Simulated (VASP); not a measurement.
# Pt (Pm-3m) in VASP: notebook

Pt is run at these levels: PBE; tasks: single point.

Everything below comes from runs of VASP 6.6.1. Logs are shortened: lines on timing, memory, paths and dates and some standing lists are left out, and cuts for length are marked.

## (1) The cell of the first run

It takes space group Pm-3m (No. 221, cubic). Conventional cell: a = 2.515 Å, b = 2.515 Å, c = 2.515 Å, α = 90.00°, β = 90.00°, γ = 90.00°. Within 3.3 Å of Pt (site symmetry m-3m) lie 6 Pt at 2.52 Å.

## (2) Single point, PBE, collinear spin, ferromagnetic start (volume scaled by 0.88)

INCAR reads:

```
SYSTEM = Pt
  PREC = Accurate
  ENCUT = 520
  EDIFF = 1E-7
  ISMEAR = -1
  SIGMA = 0.05
  LREAL = .FALSE.
  LASPH = .TRUE.
  NELM = 150
  ALGO = Normal
  ISIF = 2
  LWAVE = .FALSE.
  LCHARG = .FALSE.
  ISPIN = 2
  MAGMOM = 1
  LORBIT = 11
  LMAXMIX = 4
  GGA = PE
  NBANDS = 15
```

KPOINTS reads:

```
Automatic mesh
0
G
  20 20 20
  0 0 0
```

POSCAR reads:

```
Pt
1.0
    2.5151125133      0.0000000000      0.0000000000
    0.0000000000      2.5151125133      0.0000000000
    0.0000000000      0.0000000000      2.5151125133
Pt
1
Direct
    0.0000000000      0.0000000000      0.0000000000
```

Potentials or basis: VASP PAW PBE potentials, release 64 (Pt).

The run is started by

```
$ cat potpaw_PBE.64/Pt/POTCAR > POTCAR
$ mpirun -np 1 vasp_std > vasp.out
```

OUTCAR:

```text
SYSTEM = Pt
   PREC = Accurate
   ENCUT = 520
   EDIFF = 1E-7
   ISMEAR = -1
   LREAL = .FALSE.
   LASPH = .TRUE.
   NELM = 150
   ISIF = 2
   ISPIN = 2
   LORBIT = 11
   GGA = PE

 ion  position               nearest neighbor table
   1  0.000  0.000  0.000-

  LATTYP: Found a simple cubic cell.
 ALAT       =     2.5151125133

  Lattice vectors:

 A1 = (   2.5151125133,   0.0000000000,   0.0000000000)
 A2 = (   0.0000000000,   2.5151125133,   0.0000000000)
 A3 = (   0.0000000000,   0.0000000000,   2.5151125133)

Analysis of symmetry for initial positions (statically):
=====================================================================
 Subroutine PRICEL returns:
 Original cell was already a primitive cell.

 Routine SETGRP: Setting up the symmetry group for a
 simple cubic supercell.

 Subroutine GETGRP returns: Found 48 space group operations
 (whereof 48 operations were pure point group operations)
 out of a pool of 48 trial point group operations.

The static configuration has the point symmetry O_h .

Analysis of symmetry for dynamics (positions and initial velocities):
=====================================================================
 Subroutine PRICEL returns:
 Original cell was already a primitive cell.

 Routine SETGRP: Setting up the symmetry group for a
 simple cubic supercell.

 Subroutine GETGRP returns: Found 48 space group operations
 (whereof 48 operations were pure point group operations)
 out of a pool of 48 trial point group operations.

The dynamic configuration has the point symmetry O_h .

Analysis of structural, dynamic, and magnetic symmetry:
=====================================================================
 Subroutine PRICEL returns:
 Original cell was already a primitive cell.

 Routine SETGRP: Setting up the symmetry group for a
 simple cubic supercell.

 Subroutine GETGRP returns: Found 48 space group operations
 (whereof 48 operations were pure point group operations)
 out of a pool of 48 trial point group operations.

The overall configuration has the point symmetry O_h .

 Subroutine INISYM returns: Found 48 space group operations
 (whereof 48 operations are pure point group operations),
 and found     1 'primitive' translations

----------------------------------------------------------------------------------------

                                     Primitive cell

  volume of cell :      15.9101

  direct lattice vectors                    reciprocal lattice vectors
     2.515112513  0.000000000  0.000000000     0.397596527  0.000000000  0.000000000
     0.000000000  2.515112513  0.000000000     0.000000000  0.397596527  0.000000000
     0.000000000  0.000000000  2.515112513     0.000000000  0.000000000  0.397596527

  length of vectors
     2.515112513  2.515112513  2.515112513     0.397596527  0.397596527  0.397596527

  position of ions in fractional coordinates (direct lattice)
     0.000000000  0.000000000  0.000000000

  ion indices of the primitive-cell ions
   primitive index   ion index
                 1           1

----------------------------------------------------------------------------------------

 KPOINTS: Automatic mesh

Automatic generation of k-mesh.
 Grid dimensions read from file:
 generate k-points for:   20   20   20

 Generating k-lattice:

  Cartesian coordinates                     Fractional coordinates (reciprocal lattice)
     0.019879826  0.000000000  0.000000000     0.050000000  0.000000000  0.000000000
     0.000000000  0.019879826  0.000000000     0.000000000  0.050000000  0.000000000
     0.000000000  0.000000000  0.019879826     0.000000000  0.000000000  0.050000000

  Length of vectors
     0.019879826  0.019879826  0.019879826

  Shift w.r.t. Gamma in fractional coordinates (k-lattice)
     0.000000000  0.000000000  0.000000000

 Subroutine IBZKPT returns following result:
 ===========================================

 Found    286 irreducible k-points:

 Following reciprocal coordinates:
            Coordinates               Weight
  0.000000  0.000000  0.000000      1.000000
  0.050000  0.000000  0.000000      6.000000
  0.100000  0.000000  0.000000      6.000000
  0.150000  0.000000  0.000000      6.000000
  0.200000  0.000000  0.000000      6.000000
  0.250000  0.000000  0.000000      6.000000
[... 16 lines left out ...]
  0.150000  0.100000  0.000000     24.000000
  0.200000  0.100000  0.000000     24.000000
 [... further k-points ...]
   k-points           NKPTS =    286   k-points in BZ     NKDIM =    286   number of bands    NBANDS=     15
   number of dos      NEDOS =    301   number of ions     NIONS =      1
   total plane-waves  NPLWV =   8000
   dimension x,y,z NGX =    20 NGY =   20 NGZ =   20
   dimension x,y,z NGXF=    40 NGYF=   40 NGZF=   40
   ions per type =               1
   NGX,Y,Z   is equivalent  to a cutoff of  13.22, 13.22, 13.22 a.u.
   NGXF,Y,Z  is equivalent  to a cutoff of  26.44, 26.44, 26.44 a.u.
 SYSTEM =  Pt
[... 83 lines left out ...]
     14      38.6858      0.00000
     15      38.6858      0.00000

 k-point     2 :       0.0500    0.0000    0.0000
  band No.  band energies     occupation
      1       0.8171      1.00000
      2       3.5911      1.00000
      3       3.6511      1.00000
      4      10.6679      0.00143
      5      10.6679      0.00143
      6      10.7569      0.00024
      7      25.6548      0.00000
      8      26.3534      0.00000
      9      26.3534      0.00000
     10      33.0206      0.00000
     11      34.7156      0.00000
     12      35.7113      0.00000
     13      38.7734      0.00000
     14      38.7734      0.00000
     15      39.4637      0.00000
[... 365 lines left out ...]
      3       4.4089      1.00000
      4       9.7450      0.99999
      5      10.1121      0.98975
      6      10.5087      0.03346
      7      23.3565      0.00000
      8      25.5358      0.00000
      9      28.0268      0.00000
     10      32.1098      0.00000
     11      35.4348      0.00000
     12      37.1785      0.00000
     13      39.7761      0.00000
     14      40.9048      0.00000
     15      42.9414      0.00000

 k-point    24 :       0.2000    0.1000    0.0000
  band No.  band energies     occupation
      1       2.1290      1.00000
      2       4.0502      1.00000
      3       4.9642      1.00000
      4       9.3374      1.00000
      5       9.7165      1.00000
      6      10.5456      0.01630
      7      21.8493      0.00000
      8      26.1743      0.00000
      9      28.8587      0.00000
     10      31.0902      0.00000
     11      35.5504      0.00000
     12      38.2917      0.00000
     13      40.2445      0.00000
     14      41.7295      0.00000
     15      43.3830      0.00000

 [... further k-points ...]

 spin component 2

 k-point     1 :       0.0000    0.0000    0.0000
  band No.  band energies     occupation
      1       0.7366      1.00000
      2       3.5753      1.00000
      3       3.5753      1.00000
      4      10.7507      0.00027
      5      10.7507      0.00027
      6      10.7507      0.00027
      7      26.2050      0.00000
      8      26.2050      0.00000
      9      26.2050      0.00000
     10      32.6289      0.00000
     11      35.4345      0.00000
     12      35.4345      0.00000
     13      38.6858      0.00000
     14      38.6858      0.00000
     15      38.6858      0.00000

 k-point     2 :       0.0500    0.0000    0.0000
  band No.  band energies     occupation
      1       0.8171      1.00000
      2       3.5911      1.00000
      3       3.6511      1.00000
      4      10.6680      0.00143
      5      10.6680      0.00143
      6      10.7570      0.00024
      7      25.6548      0.00000
      8      26.3534      0.00000
      9      26.3534      0.00000
     10      33.0205      0.00000
     11      34.7156      0.00000
     12      35.7113      0.00000
     13      38.7735      0.00000
     14      38.7735      0.00000
     15      39.4637      0.00000
[... 365 lines left out ...]
      3       4.4089      1.00000
      4       9.7451      0.99999
      5      10.1122      0.98973
      6      10.5088      0.03340
      7      23.3565      0.00000
      8      25.5358      0.00000
      9      28.0268      0.00000
     10      32.1098      0.00000
     11      35.4348      0.00000
     12      37.1785      0.00000
     13      39.7761      0.00000
     14      40.9048      0.00000
     15      42.9414      0.00000

 k-point    24 :       0.2000    0.1000    0.0000
  band No.  band energies     occupation
      1       2.1290      1.00000
      2       4.0502      1.00000
      3       4.9642      1.00000
      4       9.3374      1.00000
      5       9.7166      1.00000
      6      10.5457      0.01627
      7      21.8493      0.00000
      8      26.1743      0.00000
      9      28.8588      0.00000
     10      31.0901      0.00000
     11      35.5503      0.00000
     12      38.2916      0.00000
     13      40.2445      0.00000
     14      41.7295      0.00000
     15      43.3705      0.00000

 [... further k-points ...]
[... 5 lines left out ...]
  --------------------------------------------------------------------------------------
  -------------------------------------------------------------------------------------
  Total        3.2488725      3.2488725      3.2488725     -0.0000000     -0.0000000     -0.0000000
  in kB      327.1681352    327.1681352    327.1681352     -0.0000000     -0.0000000     -0.0000000
  external PRESSURE =     327.1681352 kB  Pullay stress =       0.0000000 kB

 VOLUME and BASIS-vectors are now :
 -----------------------------------------------------------------------------
  energy-cutoff  :      520.00
  volume of cell :       15.91
      direct lattice vectors                 reciprocal lattice vectors
     2.515112513  0.000000000  0.000000000     0.397596527  0.000000000  0.000000000
     0.000000000  2.515112513  0.000000000     0.000000000  0.397596527  0.000000000
     0.000000000  0.000000000  2.515112513     0.000000000  0.000000000  0.397596527

 POSITION                                       TOTAL-FORCE (eV/Angst)
 -----------------------------------------------------------------------------------
      0.00000      0.00000      0.00000         0.000000      0.000000      0.000000
 -----------------------------------------------------------------------------------
    total drift:                               -0.000000      0.000000     -0.000000

  FREE ENERGIE OF THE ION-ELECTRON SYSTEM (eV)
  ---------------------------------------------------
  free  energy   TOTEN  =        -5.4586084923 eV

  energy  without entropy=       -5.4485900584  energy(sigma->0) =       -5.45359928

 total charge

# of ion       s       p       d       tot
------------------------------------------
    1        0.782   0.595   8.143   9.521

 magnetization (x)

# of ion       s       p       d       tot
------------------------------------------
    1       -0.000  -0.000   0.000   0.000
```

Wall time 86 s (1 thread of AMD EPYC 9R45 (Zen 5), shared host); peak memory 0.17 GiB.

Results:

```
Free energy                                           : -5.4586 eV
Pressure                                              : 32.7 GPa
Band gap on the k mesh                                : zero (filled and empty bands overlap)
Net moment                                            : 0.00 μB per cell
Valence electrons inside the program's atomic spheres : Pt 9.52
```

Levels at points of the mesh, in eV from the Fermi level:
Spin up:
```tsv
k point	band 1	band 2	band 3	band 4	band 5	band 6	band 7	band 8	band 9	band 10
(0.00, 0.00, 0.00)	-9.60	-6.77	-6.77	0.41	0.41	0.41	15.86	15.86	15.86	22.29
(0.50, 0.00, 0.00)	-6.74	-6.07	-2.25	-2.25	-1.06	0.67	5.29	16.45	20.16	22.22
(0.50, 0.50, 0.00)	-7.06	-5.45	-1.76	-1.76	2.39	4.52	4.52	11.16	14.25	21.97
(0.50, 0.50, 0.50)	-5.86	-5.86	-5.86	2.58	2.58	9.49	10.88	10.88	10.88	19.42
```
Spin down:
| k point | band 1 | band 2 | band 3 | band 4 | band 5 | band 6 | band 7 | band 8 | band 9 | band 10 |
| --- | --- | --- | --- | --- | --- | --- | --- | --- | --- | --- |
| (0.00, 0.00, 0.00) | -9.60 | -6.77 | -6.77 | 0.41 | 0.41 | 0.41 | 15.86 | 15.86 | 15.86 | 22.29 |
| (0.50, 0.00, 0.00) | -6.74 | -6.07 | -2.25 | -2.25 | -1.06 | 0.67 | 5.29 | 16.45 | 20.16 | 22.22 |
| (0.50, 0.50, 0.00) | -7.06 | -5.45 | -1.76 | -1.76 | 2.39 | 4.52 | 4.52 | 11.16 | 14.25 | 21.97 |
| (0.50, 0.50, 0.50) | -5.86 | -5.86 | -5.86 | 2.58 | 2.58 | 9.49 | 10.88 | 10.88 | 10.88 | 19.42 |

Caveat: spin-orbit coupling is left out, which moves the levels of the heavy elements.

## (3) Single point, PBE, collinear spin, ferromagnetic start (volume scaled by 0.92)

INCAR reads:

```
SYSTEM = Pt
ALGO = Normal
EDIFF = 1E-6
ENCUT = 520
GGA = PE
ISIF = 2
ISMEAR = -1
ISPIN = 2
LASPH = .TRUE.
LCHARG = .TRUE.
LELF = .TRUE.
LMAXMIX = 4
LORBIT = 11
LREAL = .FALSE.
LVHAR = .TRUE.
LWAVE = .FALSE.
MAGMOM = 1
NBANDS = 15
NELM = 150
PREC = Accurate
SIGMA = 0.05
```

KPOINTS reads:

```
k-points
0
G
  20 20 20
  0 0 0
```

POSCAR reads:

```
Pt
1.0
    2.5526570413      0.0000000000      0.0000000000
    0.0000000000      2.5526570413      0.0000000000
    0.0000000000      0.0000000000      2.5526570413
Pt
1
Direct
    0.0000000000      0.0000000000      0.0000000000
```

Potentials or basis: VASP PAW PBE potentials, release 64 (Pt).

The run is started by

```
$ cat potpaw_PBE.64/Pt/POTCAR > POTCAR
$ mpirun -np 1 vasp_std > vasp.out
```

Run time: 90 s. Hardware: 1 thread of AMD EPYC 9R45 (Zen 5), shared host; peak memory 0.18 GiB.

Results (log left out):

| Item | Value |
| --- | --- |
| Free energy | -5.5738 eV |
| Pressure | 18.7 GPa |
| Band gap on the k mesh | zero (filled and empty bands overlap) |
| Net moment | 0.00 μB per cell |
| Valence electrons inside the program's atomic spheres | Pt 9.40 |

Levels at points of the mesh, in eV from the Fermi level:
Spin up:
| k point | band 1 | band 2 | band 3 | band 4 | band 5 | band 6 | band 7 | band 8 | band 9 | band 10 |
| --- | --- | --- | --- | --- | --- | --- | --- | --- | --- | --- |
| (0.00, 0.00, 0.00) | -9.15 | -6.34 | -6.34 | 0.37 | 0.37 | 0.37 | 15.63 | 15.63 | 15.63 | 21.80 |
| (0.50, 0.00, 0.00) | -6.38 | -5.68 | -2.09 | -2.09 | -0.84 | 0.61 | 4.97 | 16.49 | 19.94 | 21.79 |
| (0.50, 0.50, 0.00) | -6.57 | -5.13 | -1.64 | -1.64 | 2.21 | 4.52 | 4.52 | 10.54 | 13.95 | 21.77 |
| (0.50, 0.50, 0.50) | -5.45 | -5.45 | -5.45 | 2.38 | 2.38 | 9.70 | 10.55 | 10.55 | 10.55 | 18.35 |
Spin down:
```
           k point  band 3  band 4  band 5  band 6  band 7  band 8
(0.00, 0.00, 0.00)   -6.34    0.37    0.37    0.37   15.64   15.64
(0.50, 0.00, 0.00)   -2.09   -2.09   -0.84    0.61    4.97   16.49
(0.50, 0.50, 0.00)   -1.63   -1.63    2.21    4.52    4.52   10.54
(0.50, 0.50, 0.50)   -5.45    2.38    2.38    9.70   10.55   10.55
```

Caveat: spin-orbit coupling is left out, which moves the levels of the heavy elements.

## (4) Single point, PBE, collinear spin, ferromagnetic start (volume scaled by 0.96)

INCAR reads:

```
  ALGO = Normal
  EDIFF = 1E-7
  ENCUT = 520
  GGA = PE
  ISIF = 2
  ISMEAR = -1
  ISPIN = 2
  LASPH = T
  LCHARG = F
  LMAXMIX = 4
  LORBIT = 11
  LREAL = F
  LWAVE = F
  MAGMOM = 1
  NBANDS = 15
  NELM = 150
  PREC = Accurate
  SIGMA = 0.05
```

KPOINTS reads:

```
k-points
0
Gamma
  20 20 20
```

POSCAR reads:

```
Pt
1.0
    2.5891284979      0.0000000000      0.0000000000
    0.0000000000      2.5891284979      0.0000000000
    0.0000000000      0.0000000000      2.5891284979
Pt
1
Direct
    0.0000000000      0.0000000000      0.0000000000
```

The run is started by

```
$ cat potpaw_PBE.64/Pt/POTCAR > POTCAR
$ mpirun -np 1 vasp_std > vasp.out
```

Run time: 1.7 min. Hardware: 1 thread of AMD EPYC 9R45 (Zen 5), shared host; peak memory 0.18 GiB.

Results (log left out):

| Quantity | Value |
| --- | --- |
| Free energy | -5.6332 eV |
| Pressure | 7.9 GPa |
| Band gap on the k mesh | zero (filled and empty bands overlap) |
| Net moment | 0.00 μB per cell |
| Valence electrons inside the program's atomic spheres | Pt 9.29 |

Levels at points of the mesh, in eV from the Fermi level:
Spin up:
```csv
k point,band 2,band 3,band 4,band 5,band 6,band 7,band 8,band 9
"(0.00, 0.00, 0.00)",-5.95,-5.95,0.33,0.33,0.33,15.41,15.41,15.41
"(0.50, 0.00, 0.00)",-5.34,-1.95,-1.95,-0.64,0.55,4.68,16.51,19.72
"(0.50, 0.50, 0.00)",-4.84,-1.53,-1.53,2.05,4.50,4.50,9.97,13.66
"(0.50, 0.50, 0.50)",-5.09,-5.09,2.20,2.20,9.87,10.26,10.26,10.26
```
Spin down:
| k point | band 1 | band 2 | band 3 | band 4 | band 5 | band 6 | band 7 | band 8 | band 9 | band 10 |
| --- | --- | --- | --- | --- | --- | --- | --- | --- | --- | --- |
| (0.00, 0.00, 0.00) | -8.74 | -5.95 | -5.95 | 0.33 | 0.33 | 0.33 | 15.41 | 15.41 | 15.41 | 21.32 |
| (0.50, 0.00, 0.00) | -6.06 | -5.34 | -1.95 | -1.95 | -0.64 | 0.55 | 4.68 | 16.51 | 19.72 | 21.38 |
| (0.50, 0.50, 0.00) | -6.14 | -4.84 | -1.53 | -1.53 | 2.05 | 4.50 | 4.50 | 9.97 | 13.66 | 21.57 |
| (0.50, 0.50, 0.50) | -5.09 | -5.09 | -5.09 | 2.20 | 2.20 | 9.87 | 10.26 | 10.26 | 10.26 | 17.37 |

Caveat: spin-orbit coupling is left out, which moves the levels of the heavy elements.

## (5) Summary

```tsv
cell	gap on the mesh (eV)	pressure (GPa)	moment (μB)
a = 2.515 Å, 1 atom	none	32.7	0.00
a = 2.553 Å, 1 atom	none	18.7	0.00
a = 2.589 Å, 1 atom	none	7.9	0.00
```

Alike in all rows: task single point; level PBE; potentials or basis VASP PAW PBE potentials, release 64 (Pt); spin collinear, ferromagnetic start; k mesh 20 × 20 × 20; cutoff (eV) 520; smearing fermi-dirac 0.05 eV.

Caveats: spin-orbit coupling is left out, which moves the levels of the heavy elements.

Absolute energies hang on the potentials; compare differences alone.
